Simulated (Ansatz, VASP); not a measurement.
## One calculation of C, two programs

```
CELL_PARAMETERS angstrom
2.46496 0.00000 0.00000
-1.23248 2.13472 0.00000
0.00000 0.00000 23.51473
ATOMIC_POSITIONS crystal
C 0.00214 0.99786 0.06815
C 0.66877 0.33123 0.06816
C 0.00364 0.99636 0.21131
C 0.33698 0.66302 0.21131
C 0.99639 0.00361 0.35396
C 0.66305 0.33695 0.35397
C 0.99788 0.00212 0.49716
C 0.33125 0.66875 0.49715
C 0.66677 0.33323 0.64003
C 0.00010 0.99990 0.63997
C 0.33335 0.66665 0.78267
C 0.66668 0.33332 0.78261
C 0.99993 0.00007 0.92532
C 0.33326 0.66674 0.92526
```

Alike in both runs: task single point; functional PBE; dispersion D3(BJ); k mesh 15 × 15 × 2; occupations gaussian, width 0.1 eV; no spin polarisation.

|  | VASP | Ansatz |
| --- | --- | --- |
| version | VASP 6.6.1 | Ansatz 0.2.0 |
| potentials or method | VASP PAW PBE potentials, release 64 (C), cutoff 520 eV | scalar-relativistic, plane waves, PAW |
| valence electrons in the cell | 56 | 56 |

VASP gave:

- gap on the k mesh at the Fermi level (eV): 0.01
- pressure (GPa): 0.5
- traceless stress, the component that is largest in VASP (GPa): -0.50

Task: Estimate Ansatz's values.

Result: gap on the k mesh at the Fermi level (eV): 0.01; pressure (GPa): 0.0; traceless stress, the component that is largest in VASP (GPa): 0.01.

Ansatz's warnings: structure snapped to symmetry.
